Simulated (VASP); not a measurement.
A run of VASP 6.6.1 is set up as follows.

File INCAR:

```
SYSTEM = C
PREC = Accurate
ENCUT = 520
EDIFF = 1E-6
ISMEAR = -1
SIGMA = 0.05
LREAL = .FALSE.
LASPH = .TRUE.
NELM = 60
ALGO = Normal
ISIF = 2
LWAVE = .FALSE.
LCHARG = .FALSE.
NBANDS = 16
```

The input KPOINTS:

```
regular mesh
0
G
  13 13 7
  0 0 0
```

POSCAR

```
C
1.0
    2.5478304000      0.0000000000      0.0000000000
   -1.2739152000      2.2064858509      0.0000000000
    0.0000000000      0.0000000000      4.2437718786
C
4
Direct
    0.3333333333      0.6666666667      0.0628291463
    0.6666666667      0.3333333333      0.5628291463
    0.3333333333      0.6666666667      0.4371708537
    0.6666666667      0.3333333333      0.9371708537
```

Potentials or basis: VASP PAW LDA potentials, release 64 (C).

The run is started by

```sh
$ cat potpaw_LDA.64/C/POTCAR > POTCAR
$ mpirun -np 1 vasp_std > vasp.out
```

(1) Estimate the pressure.

(2) Predict the band gap on the k mesh.

Answers

(1) -30.1 GPa.

(2) 3.37 eV, indirect (least direct gap 4.83 eV).
